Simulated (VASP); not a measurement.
**CdTe: single point with PBEsol**

Crystal: CdTe.

```
Cd Te
1.0
     0.00000    3.52858    3.24467
     3.24467    0.00000    3.24467
     3.24467    3.52858    0.00000
Cd Te
1 1
Direct
  0.00000 0.00000 0.00000
  0.75000 0.75000 0.75000
```

This cell differs from its parent crystal: strain +0.0875 x Voigt [0, 1, 0, 0, 0, 0].

```
Program                : VASP 6.6.1
Task                   : single point
Functional             : PBEsol
Potentials or basis    : VASP PAW PBE potentials, release 64 (Cd, Te)
Cutoff                 : 520 eV
k mesh                 : 8 × 8 × 8
Occupations            : gaussian, width 0.05 eV
Spin                   : no spin polarisation
Dipole correction      : no
Further INCAR settings : ALGO = Normal; EDIFF = 1e-06; NBANDS = 16
```

The pressure is -2.8 GPa and the band gap on the k mesh is 0.28 eV, direct.

Stress tensor (GPa, compression positive):
```
-2.19  0.00  0.00
 0.00 -4.00  0.00
 0.00  0.00 -2.19
```

Levels at points of the mesh, in eV from the valence-band top:
```tsv
k point	band 5	band 6	band 7	band 8	band 9	band 10	band 11	band 12	band 13	band 14
(0.00, 0.00, 0.00)	-7.88	-7.87	-0.30	0.00	0.00	0.29	4.52	4.52	4.56	7.07
(0.50, 0.00, 0.00)	-7.87	-7.60	-4.08	-0.95	-0.55	1.50	4.91	5.30	6.75	8.08
(0.50, 0.50, 0.00)	-7.85	-7.46	-3.90	-1.84	-1.74	2.31	2.50	8.11	8.28	8.58
(0.50, 0.00, 0.50)	-7.86	-7.57	-4.26	-1.46	-1.46	2.78	2.90	7.78	8.52	8.52
```

Run time: 26 s on 1 thread of Intel(R) Xeon(R) 6975P-C (Granite Rapids), with other jobs on the host, peak memory 0.24 GiB.

Caveat: the cell differs from its parent crystal (strain +0.0875 x Voigt [0, 1, 0, 0, 0, 0]); the PAW data sets were made with another functional, which shifts forces and pressure a little; spin-orbit coupling is left out, which moves the levels of the heavy elements.
